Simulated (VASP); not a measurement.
TaRu, 2 atoms in the cell. The structure is tetragonal, space group P4/mmm (No. 123). Conventional cell: a = 3.095 Å, b = 3.095 Å, c = 3.298 Å, α = 90.00°, β = 90.00°, γ = 90.00°. Within 3.6 Å of Ta (site symmetry 4/mmm) lie 8 Ru at 2.74 Å and 6 Ta at 3.09 to 3.30 Å. Within 3.6 Å of Ru (site symmetry 4/mmm) lie 8 Ta at 2.74 Å and 6 Ru at 3.09 to 3.30 Å.  This cell differs from its parent crystal: ratio of the length along z to the lengths across it x 0.96, volume and fractional coordinates fixed.

* Program: VASP 6.6.1
* Task: single point
* Functional: r2SCAN
* Potentials or basis: VASP PAW PBE potentials, release 64 (Ta_pv, Ru_pv)
* Cutoff: 520 eV
* k mesh: 18 × 18 × 16
* Occupations: gaussian, width 0.15 eV
* Spin: no spin polarisation
* Dipole correction: no
* Further INCAR settings: ALGO = Normal; EDIFF = 1e-06; NBANDS = 20

Potentials or basis: VASP PAW PBE potentials, release 64 (Ta_pv, Ru_pv).

Run with:

```console
$ cat potpaw_PBE.64/Ta_pv/POTCAR potpaw_PBE.64/Ru_pv/POTCAR > POTCAR
$ cp INCAR.step1 INCAR
$ mpirun -np 1 vasp_std > vasp.out
$ cp INCAR.step2 INCAR
$ mpirun -np 1 vasp_std > vasp.out
```

Hardware: 1 thread of Intel Xeon 6975P-C, on a shared host.

**Question.** How long does it take, and how much memory?

**Answer.** Wall time 8.3 min on 1 thread of Intel Xeon 6975P-C, with other jobs on the host, peak memory 0.41 GiB. Counts: k points 495.
